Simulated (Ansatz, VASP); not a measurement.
**Ni: VASP beside Ansatz**

The input INCAR:

```
SYSTEM = Ni
ALGO     = Normal         ! electronic algorithm
EDIFF    = 1E-6           ! SCF threshold, eV
ENCUT    = 520            ! plane-wave cutoff, eV
GGA      = PE             ! functional
ISIF     = 2              ! what is computed and relaxed
ISMEAR   = -1             ! smearing method
ISPIN    = 2              ! spin polarisation
LASPH    = .True.         ! aspherical terms in the spheres
LCHARG   = .True.         ! write CHGCAR
LELF     = .True.         ! ELF
LMAXMIX  = 4              ! l up to which the mixer works
LORBIT   = 11             ! projections on sites
LREAL    = .False.        ! projectors in reciprocal space
LVHAR    = .True.       
LWAVE    = .False.        ! write WAVECAR
MAGMOM   = 2              ! initial moments
NBANDS   = 15             ! bands
NELM     = 150            ! most SCF steps
PREC     = Accurate       ! precision mode
SIGMA    = 0.1            ! smearing width, eV
```

File KPOINTS:

```
k-points
0
Gamma
  10 9 9
  0 0 0
```

File POSCAR:

```
Ni
1.0
   -0.0260632946      1.7081174096      1.7038403047
    1.7637999056     -0.0850212315      1.7627982417
    1.7227417024      1.7260271600     -0.0439730451
Ni
1
Direct
    0.0000000000      0.0000000000      0.0000000000
```

Input for Ansatz:

```yaml
crystal:
  lattice:
    - [-0.026063294588993702, 1.7081174095587692, 1.7038403047203756]
    - [1.7637999055696132, -0.085021231541652, 1.7627982416730341]
    - [1.7227417024488274, 1.7260271600296075, -0.0439730450598318]
  atoms:
    - { symbol: Ni, position: [0.0, 0.0, 0.0], spin: 2.0 }
basis:
  ecutwfc: 540.0
  xc_grid: 2
kpoints:
  mp_grid:
    grid: [10, 9, 9]
hamiltonian:
  xc: pbe
magnetization:
  spin_polarized: true
scf:
  convergence:
    dr2_threshold: 1.0e-09
  occupations:
    method: fermi_dirac
    width: 0.1
output:
  forces: true
  stress: true
```

Alike in both runs: task single point; functional PBE; k mesh 10 × 9 × 9; occupations fermi-dirac, width 0.1 eV; collinear spin.

|  | VASP | Ansatz |
| --- | --- | --- |
| version | VASP 6.6.1 | Ansatz 0.2.0 |
| potentials or method | VASP PAW PBE potentials, release 64 (Ni), cutoff 520 eV | plane waves, PAW |
| valence electrons in the cell | 10 | 18 |

VASP gave:

- pressure (GPa): 1.9
- traceless stress, the component that is largest in VASP (GPa): 7.93
- net moment per atom (μB): 0.58
- size of the moment on the site where the two differ most (μB): 0.59

Question: Which values does Ansatz return?

Answer: Pressure (GPa): 2.0; traceless stress, the component that is largest in VASP (GPa): 8.10; net moment per atom (μB): 0.60; size of the moment on the site where the two differ most (μB): 0.64.

Site moments also hang on the region over which each program counts them. VASP's potentials hold 10 valence electrons a cell and Ansatz's 18, so a difference there can come from the potentials and not from the codes. Ansatz's warnings: stress scf threshold loose.
